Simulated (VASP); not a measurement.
Write the native input for VASP 6.6.1 that does the following.

- Task: relaxation of cell and atoms
- Functional: LDA
- Potentials or basis: VASP PAW LDA potentials, release 64 (Ca_sv, C)
- Cutoff: 600 eV
- k mesh: 10 × 10 × 10
- Occupations: gaussian, width 0.01 eV
- Spin: no spin polarisation
- Dipole correction: no
- Further INCAR settings: ALGO = Normal; EDIFF = 1e-06; IBRION = 2; EDIFFG = -0.001; NSW = 80; ISIF = 3

The structure of CaC2 lies in POSCAR:

```
CaC2
1.0
   -1.8789219507      1.8789219507      3.1388106346
    1.8789219507     -1.8789219507      3.1388106346
    1.8789219507      1.8789219507     -3.1388106346
Ca C
1 2
Direct
    0.0000000000      0.0000000000      0.0000000000
    0.5996770461      0.5996770461      0.0000000000
    0.4003229539      0.4003229539      0.0000000000
```

One way to write it, as run:

INCAR

```
SYSTEM = CaC2
PREC     = Accurate       ! precision mode
ENCUT    = 600            ! plane-wave cutoff, eV
EDIFF    = 1E-6           ! SCF threshold, eV
ISMEAR   = 0              ! smearing method
SIGMA    = 0.01           ! smearing width, eV
LREAL    = .False.        ! projectors in reciprocal space
LASPH    = .True.         ! aspherical terms in the spheres
NELM     = 100            ! most SCF steps
ALGO     = Normal         ! electronic algorithm
ISIF     = 3              ! what is computed and relaxed
LWAVE    = .False.        ! write WAVECAR
LCHARG   = .False.        ! write CHGCAR
IBRION   = 2              ! ionic algorithm
NSW      = 80             ! ionic steps
EDIFFG   = -0.001         ! ionic threshold
```

KPOINTS

```
Automatic mesh
0
Gamma
  10 10 10
  0 0 0
```

Potentials or basis: VASP PAW LDA potentials, release 64 (Ca_sv, C).

Run with:

```bash
$ cat potpaw_LDA.64/Ca_sv/POTCAR potpaw_LDA.64/C/POTCAR > POTCAR
$ mpirun -np 1 vasp_std > vasp.out
```

It gave:

* Relaxed volume: 14.83 Å³/atom
* Relaxed cell: a = 4.117 Å, b = 4.117 Å, c = 4.117 Å, α = 125.62°, β = 125.62°, γ = 80.52°
* Space group after relaxing (to 0.05 Å): I4/mmm (No. 139)
* Energy gained by relaxing: 0.1 meV/atom
* Ionic steps: 37
* Pressure after relaxing: 0.0 GPa
* Band gap on the k mesh: 0.86 eV, indirect (least direct gap 2.04 eV)

Run time: 10 min on 1 thread of Intel(R) Xeon(R) Platinum 8488C (Sapphire Rapids), with other jobs on the host, peak memory 0.21 GiB.
